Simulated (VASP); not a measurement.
A run of VASP 6.6.1:

Contents of INCAR:

```
SYSTEM = AlRu
ALGO = Fast
EDIFF = 1E-7
ENCUT = 520
GGA = PS
ISIF = 2
ISMEAR = 0
LASPH = .TRUE.
LCHARG = .TRUE.
LELF = .TRUE.
LREAL = .FALSE.
LVHAR = .TRUE.
LWAVE = .FALSE.
NBANDS = 16
NELM = 80
PREC = Accurate
SIGMA = 0.15
```

File KPOINTS:

```
k-points
0
G
  16 16 16
  0 0 0
```

File POSCAR:

```
AlRu
1.0
    2.8420200000      0.0000000000      0.0000000000
    0.0000000000      2.8420200000      0.0000000000
    0.0000000000      0.0000000000      3.1411800000
Al Ru
1 1
Direct
    0.0000000000      0.0000000000      0.0000000000
    0.5000000000      0.5000000000      0.5000000000
```

Potentials or basis: VASP PAW PBE potentials, release 64 (Al, Ru_pv).

Command:

```console
$ cat potpaw_PBE.64/Al/POTCAR potpaw_PBE.64/Ru_pv/POTCAR > POTCAR
$ mpirun -np 1 vasp_std > vasp.out
```

Hardware: 1 thread of AMD EPYC 9R45 96-Core Processor (Zen 5), with other jobs on the host.

Problem. How long does it take, and how much memory?

Solution. Run time: 96 s on 1 thread of AMD EPYC 9R45 96-Core Processor (Zen 5) (shared host), peak memory 0.24 GiB. Counts: scf iterations 16, k points 405.
